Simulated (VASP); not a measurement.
**TiO2: single point with PBE**

Crystal: TiO2.

```
Ti O
1.0
     4.60480   -0.07010    0.07580
     0.00709    4.57442    0.09318
    -0.00134   -0.04290    2.94542
Ti O
2 4
Cartesian
  0.1017 -0.0294 0.0031
  2.3297 2.1832 1.5568
  1.4062 1.2679 0.1102
  0.9392 3.6093 1.5521
  3.2358 3.1148 0.1031
  3.6200 0.8487 1.5585
```

| Property | Result |
| --- | --- |
| Program | VASP 6.6.1 |
| Task | single point |
| Functional | PBE |
| Potentials or basis | VASP PAW PBE potentials, release 64 (Ti_sv, O) |
| Cutoff | 600 eV |
| k mesh | 4 × 4 × 6 |
| Occupations | gaussian, width 0.1 eV |
| Spin | no spin polarisation |
| Dipole correction | no |
| Further INCAR settings | ALGO = Normal; EDIFF = 1e-06; NBANDS = 33 |

```json
{
  "Pressure": "7.2 GPa",
  "Largest force": "1.872 eV/Å",
  "Band gap on the k mesh": "1.62 eV (least direct gap 1.66 eV)"
}
```

Forces on the atoms (eV/Å):
```
Ti  -1.510 -0.210 -0.038
Ti   1.151  0.320  0.072
O    0.096  0.920 -0.401
O   -0.692  0.337  0.160
O   -0.502 -0.193  0.192
O    1.458 -1.175  0.015
```

Stress tensor (GPa, compression positive):
```
 6.21  2.89 -0.65
 2.89  7.97 -0.07
-0.65 -0.07  7.46
```

Levels at points of the mesh, in eV from the valence-band top:
| k point | band 20 | band 21 | band 22 | band 23 | band 24 | band 25 | band 26 | band 27 | band 28 | band 29 |
| --- | --- | --- | --- | --- | --- | --- | --- | --- | --- | --- |
| (0.00, 0.00, 0.00) | -2.14 | -0.90 | -0.82 | -0.73 | 0.00 | 1.66 | 1.76 | 2.20 | 2.33 | 2.43 |
| (0.50, 0.00, 0.00) | -3.20 | -2.06 | -1.66 | -1.14 | -0.55 | 2.14 | 2.27 | 2.93 | 3.10 | 3.32 |
| (0.00, 0.50, 0.00) | -3.17 | -1.94 | -1.76 | -0.91 | -0.76 | 2.14 | 2.27 | 2.90 | 3.13 | 3.21 |
| (0.50, 0.50, 0.00) | -2.24 | -1.57 | -1.55 | -1.40 | -1.35 | 1.62 | 1.67 | 2.35 | 2.46 | 3.62 |
| (0.00, 0.00, 0.50) | -2.96 | -2.73 | -2.58 | -1.54 | -1.50 | 2.88 | 3.01 | 3.05 | 3.13 | 3.36 |
| (0.50, 0.00, 0.50) | -2.41 | -2.13 | -2.10 | -1.34 | -1.20 | 1.81 | 1.87 | 3.05 | 3.14 | 3.69 |
| (0.00, 0.50, 0.50) | -2.51 | -2.26 | -2.15 | -1.18 | -1.08 | 1.75 | 1.87 | 3.04 | 3.14 | 3.70 |
| (0.50, 0.50, 0.50) | -2.89 | -1.74 | -1.57 | -0.76 | -0.68 | 2.56 | 2.65 | 2.87 | 2.92 | 3.17 |

Run time: 3.7 min on 1 thread of Oxide Virtual Turin-like Processor, with other jobs on the host, peak memory 0.22 GiB.

Caveat: the cell stands under pressure; forces of over 1 eV/Å act on the atoms, so gaps and moduli don't describe the material at rest. A k mesh can miss the band edges.
